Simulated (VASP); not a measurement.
# SbW7S16 (a cell with a defect) (Tungstenite) in VASP: notebook, part 2 of 2

VASP 6.6.1.

## 3. Electric field gradients, r2SCAN

Contents of POSCAR:

```
SbW7S16
1.0
    6.3600000000      0.0000000000      0.0000000000
   -3.1800000000      5.5079215680      0.0000000000
    0.0000000000      0.0000000000     12.5000000000
Sb W S
1 7 16
Direct
    0.1666666667      0.3333333333      0.2500000000
    0.1692425616      0.8346212808      0.2500000000
    0.6653787192      0.3307574384      0.2500000000
    0.6653787192      0.8346212808      0.2500000000
    0.3335573789      0.1664426211      0.7500000000
    0.3335573789      0.6671147578      0.7500000000
    0.8328852422      0.1664426211      0.7500000000
    0.8333333333      0.6666666667      0.7500000000
    0.1666666667      0.3333333333      0.6244154768
    0.1667342517      0.8333671259      0.6240547017
    0.6666328741      0.3332657483      0.6240547017
    0.6666328741      0.8333671259      0.6240547017
    0.3423582352      0.1576417648      0.1201535715
    0.3423582352      0.6847164704      0.1201535715
    0.8152835296      0.1576417648      0.1201535715
    0.8333333333      0.6666666667      0.1266871114
    0.1666666667      0.3333333333      0.8755845232
    0.1667342517      0.8333671259      0.8759452983
    0.6666328741      0.3332657483      0.8759452983
    0.6666328741      0.8333671259      0.8759452983
    0.3423582352      0.1576417648      0.3798464285
    0.3423582352      0.6847164704      0.3798464285
    0.8152835296      0.1576417648      0.3798464285
    0.8333333333      0.6666666667      0.3733128886
```

Contents of INCAR.step1:

```
ALGO = Normal
EDIFF = 1E-4
ENCUT = 520
GGA = PE
ISMEAR = -1
LASPH = T
LCHARG = F
LREAL = Auto
LWAVE = T
NBANDS = 118
NELECT = 200.0
NELM = 100
PREC = Accurate
SIGMA = 0.01
```

Contents of INCAR.step2:

```
ALGO = Normal
EDIFF = 1E-8
ENCUT = 520
ISIF = 2
ISMEAR = -1
ISTART = 1
LASPH = T
LCHARG = F
LEFG = T
LMIXTAU = T
LREAL = Auto
LWAVE = F
METAGGA = R2SCAN
NBANDS = 118
NELECT = 200.0
NELM = 100
PREC = Accurate
SIGMA = 0.01
```

Contents of KPOINTS:

```
k-points
0
Gamma
  4 4 2
```

Potentials or basis: VASP PAW PBE potentials, release 64 (Sb, W_sv, S).

Launch:

```
cat potpaw_PBE.64/Sb/POTCAR potpaw_PBE.64/W_sv/POTCAR potpaw_PBE.64/S/POTCAR > POTCAR
cp INCAR.step1 INCAR
mpirun -np 1 vasp_std > vasp.out
cp INCAR.step2 INCAR
mpirun -np 1 vasp_std > vasp.out
```

OUTCAR:

```text
EDIFF = 1E-8
   ENCUT = 520
   ISIF = 2
   ISMEAR = -1
   ISTART = 1
   LASPH = T
   LREAL = Auto
   METAGGA = R2SCAN
   NELECT = 200.0
   NELM = 100
   PREC = Accurate

 ion  position               nearest neighbor table
   1  0.167  0.333  0.250-  13 2.53  21 2.53  14 2.53  22 2.53  15 2.53  23 2.53   2 3.18   3 3.18
                             4 3.18   4 3.18   2 3.18   3 3.18
   2  0.169  0.835  0.250-  16 2.41  24 2.41  21 2.41  13 2.41  22 2.41  14 2.41   3 3.16   4 3.16
                             1 3.18   1 3.18   3 3.20   4 3.20
   3  0.665  0.331  0.250-  16 2.41  24 2.41  21 2.41  13 2.41  23 2.41  15 2.41   2 3.16   4 3.16
                             1 3.18   1 3.18   4 3.20   2 3.20
   4  0.665  0.835  0.250-  16 2.41  24 2.41  23 2.41  15 2.41  14 2.41  22 2.41   3 3.16   2 3.16
                             1 3.18   1 3.18   3 3.20   2 3.20
   5  0.334  0.166  0.750-  10 2.42  18 2.42  11 2.42  19 2.42   9 2.42  17 2.42   6 3.18   7 3.18
                             8 3.18   8 3.18   6 3.18   7 3.18
[... 1251 lines left out ...]
 ion       V_xx      V_yy      V_zz     asymmetry (V_yy - V_xx)/ V_zz
----------------------------------------------------------------------
   1      21.687    21.685   -43.372       0.000
   2      91.117    49.612  -140.729       0.295
   3      91.117    49.612  -140.729       0.295
   4      91.117    49.612  -140.728       0.295
   5      75.428    75.424  -150.852       0.000
   6      75.428    75.424  -150.852       0.000
[... 16 lines left out ...]
  23      12.513    11.546   -24.058       0.040
  24      21.666    21.664   -43.330       0.000
----------------------------------------------------------------------

           NMR quadrupolar parameters

 Cq : quadrupolar parameter    Cq=e*Q*V_zz/h
 eta: asymmetry parameters     (V_yy - V_xx)/ V_zz
 Q  : nuclear electric quadrupole moment in mb (millibarn)
----------------------------------------------------------------------
 ion       Cq(MHz)       eta       Q (mb)
----------------------------------------------------------------------
   1      -0.105       0.000       1.000
   2      -0.340       0.295       1.000
   3      -0.340       0.295       1.000
   4      -0.340       0.295       1.000
   5      -0.365       0.000       1.000
   6      -0.365       0.000       1.000
[... 16 lines left out ...]
  23      -0.058       0.040       1.000
  24      -0.105       0.000       1.000
----------------------------------------------------------------------
```

OUTCAR.step1:

```text
EDIFF = 1E-4
   ENCUT = 520
   GGA = PE
   ISMEAR = -1
   LASPH = T
[... 1205 lines left out ...]
      1.59214      0.91675      9.37500        -0.015266      0.008814      0.000000
     -0.00000      3.67442      9.37500         0.000000     -0.017627      0.000000
[... 16 lines left out ...]
      4.68390      0.86828      4.74808         0.000070      0.000040      0.005773
      3.18000      3.67195      4.66641        -0.000000      0.000000      0.011300
 -----------------------------------------------------------------------------------
    total drift:                                0.000004     -0.000002      0.000000

  FREE ENERGIE OF THE ION-ELECTRON SYSTEM (eV)
  ---------------------------------------------------
  free  energy   TOTEN  =      -166.8997706990 eV

  energy  without entropy=     -166.8997598716  energy(sigma->0) =     -166.89976529
```

OSZICAR.step1:

```text
N       E                     dE             d eps       ncg     rms          rms(c)
DAV:   1     0.220886372813E+04    0.22089E+04   -0.10487E+05  2104   0.167E+03
DAV:   2     0.140639035082E+02   -0.21948E+04   -0.21372E+04  2172   0.453E+02
DAV:   3    -0.169299937412E+03   -0.18336E+03   -0.17957E+03  2282   0.123E+02
DAV:   4    -0.176843354748E+03   -0.75434E+01   -0.74756E+01  2264   0.245E+01
DAV:   5    -0.177125680486E+03   -0.28233E+00   -0.28155E+00  2496   0.456E+00    0.707E+01
DAV:   6    -0.168629092699E+03    0.84966E+01   -0.56491E+01  2320   0.217E+01    0.330E+01
DAV:   7    -0.167769946507E+03    0.85915E+00   -0.22825E+01  2256   0.119E+01    0.136E+01
DAV:   8    -0.166906065879E+03    0.86388E+00   -0.53760E+00  2274   0.609E+00    0.455E+00
DAV:   9    -0.166910976134E+03   -0.49103E-02   -0.45409E-01  2440   0.181E+00    0.191E+00
DAV:  10    -0.166899917873E+03    0.11058E-01   -0.74253E-02  2308   0.855E-01    0.679E-01
DAV:  11    -0.166900002125E+03   -0.84252E-04   -0.14923E-02  2520   0.314E-01    0.241E-01
DAV:  12    -0.166899711000E+03    0.29112E-03   -0.30680E-03  2396   0.167E-01    0.975E-02
DAV:  13    -0.166899770699E+03   -0.59699E-04   -0.40077E-04  1880   0.641E-02
   1 F= -.16689977E+03 E0= -.16689977E+03  d E =-.108274E-04
```

Run time: 50 min. Hardware: 1 thread of Intel Xeon Platinum 8375C at 2.90GHz (Ice Lake), shared host; peak memory 0.72 GiB.

Results:

| Quantity | Value |
| --- | --- |
| Free energy | -521.3119 eV |
| Largest force | 0.266 eV/Å |

Forces on the atoms (eV/Å):
```
Sb   0.000  0.000  0.000
W   -0.092 -0.053  0.000
W    0.000  0.106  0.000
W    0.092 -0.053  0.000
W   -0.014  0.008  0.000
W    0.000 -0.016  0.000
W    0.014  0.008  0.000
W    0.000  0.000  0.000
S    0.000  0.000  0.228
S   -0.001  0.000  0.236
S    0.000  0.001  0.236
S    0.001  0.000  0.236
S   -0.106  0.061  0.237
S    0.000 -0.122  0.237
S    0.106  0.061  0.237
S    0.000  0.000  0.236
S    0.000  0.000 -0.228
S   -0.001  0.000 -0.236
S    0.000  0.001 -0.236
S    0.001  0.000 -0.236
S   -0.106  0.061 -0.237
S    0.000 -0.122 -0.237
S    0.106  0.061 -0.237
S    0.000  0.000 -0.236
```

Electric field gradients, principal values (V/Å²):
```tsv
atom	least	middle	greatest (by size)
1 Sb	21.685	21.687	-43.372
2 W	49.612	91.117	-140.729
3 W	49.612	91.117	-140.729
4 W	49.612	91.117	-140.728
5 W	75.424	75.428	-150.852
6 W	75.424	75.428	-150.852
7 W	75.424	75.428	-150.852
8 W	74.041	74.041	-148.082
9 S	23.753	23.754	-47.507
10 S	21.805	22.665	-44.470
11 S	21.805	22.665	-44.470
12 S	21.806	22.664	-44.470
13 S	11.547	12.512	-24.059
14 S	11.546	12.513	-24.058
15 S	11.546	12.513	-24.058
16 S	21.664	21.666	-43.330
17 S	23.753	23.754	-47.507
18 S	21.805	22.665	-44.470
19 S	21.805	22.665	-44.470
20 S	21.806	22.664	-44.470
21 S	11.547	12.512	-24.059
22 S	11.546	12.513	-24.058
23 S	11.546	12.513	-24.058
24 S	21.664	21.666	-43.330
```

Caveat: the cell carries a net charge on a neutralising background, which shifts energy and pressure; without QUAD_EFG the Cq values of the log hold for a quadrupole moment of 1 mb, not for the nuclei; the PAW data sets were made with another functional, which shifts forces and pressure a little.
